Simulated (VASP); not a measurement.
**Al7Ni8 (a cell with a defect) (vacancy hop of Al): single point with PBE**

The system is Al7Ni8 (a cell with a defect) (vacancy hop of Al).

```
Ni Al
1.0
     5.78365    0.00000    0.00000
     0.00000    5.78365    0.00000
     0.00000    0.00000    5.78365
Ni Al
8 7
Direct
  0.97314 0.97121 0.00025
  0.01226 0.01046 0.50024
  0.97296 0.52682 0.00024
  0.01208 0.48771 0.50024
  0.52816 0.97161 0.00024
  0.48905 0.01075 0.50024
  0.52868 0.52678 0.00024
  0.48944 0.48763 0.50024
  0.25051 0.24940 0.00024
  0.25074 0.74885 0.24777
  0.25074 0.74886 0.75271
  0.75088 0.24910 0.24776
  0.75089 0.24910 0.75272
  0.75058 0.74934 0.27659
  0.75058 0.74934 0.72389
```

```json
{
  "Program": "VASP 6.6.1",
  "Task": "single point",
  "Functional": "PBE",
  "Potentials or basis": "VASP PAW PBE potentials, release 64 (Ni, Al)",
  "Cutoff": "520 eV",
  "k mesh": "3 × 3 × 3",
  "Occupations": "methfessel-paxton, width 0.1 eV",
  "Spin": "no spin polarisation",
  "Dipole correction": "no",
  "Further INCAR settings": "LREAL = Auto; ALGO = Normal; EDIFF = 1e-06; NBANDS = 64"
}
```

```yaml
Pressure: -0.1 GPa
Largest_force: 0.027 eV/Å
```

Forces in eV/Å, atoms in the order of the input:
```
Ni   0.001  0.008  0.000
Ni  -0.006 -0.006  0.000
Ni  -0.007  0.008  0.000
Ni  -0.007  0.007  0.000
Ni   0.005 -0.004  0.000
Ni   0.008 -0.008  0.000
Ni  -0.008 -0.002  0.000
Ni   0.006  0.006  0.000
Al   0.009 -0.008  0.000
Al   0.001  0.005 -0.005
Al   0.001  0.005  0.004
Al  -0.004 -0.001 -0.005
Al  -0.004 -0.001  0.004
Al   0.002 -0.005 -0.024
Al   0.001 -0.003  0.027
```

Stress tensor (GPa, compression positive):
```
 1.57  0.00  0.00
 0.00  1.57  0.00
 0.00  0.00 -3.40
```

Levels at points of the mesh, in eV from the Fermi level:
| k point | band 47 | band 48 | band 49 | band 50 | band 51 | band 52 | band 53 | band 54 | band 55 | band 56 |
| --- | --- | --- | --- | --- | --- | --- | --- | --- | --- | --- |
| (0.00, 0.00, 0.00) | -1.06 | -1.03 | -0.99 | -0.84 | -0.64 | -0.64 | -0.48 | 1.35 | 1.35 | 1.51 |

Wall time 4.4 min on 1 thread of AMD EPYC 9R45 96-Core Processor (Zen 5), on a shared host, peak memory 0.34 GiB.

Caveat: the k points lie up to 0.36 Å⁻¹ apart. Spin polarisation is off, so any magnetic state and its effect on volume and gap are missing.
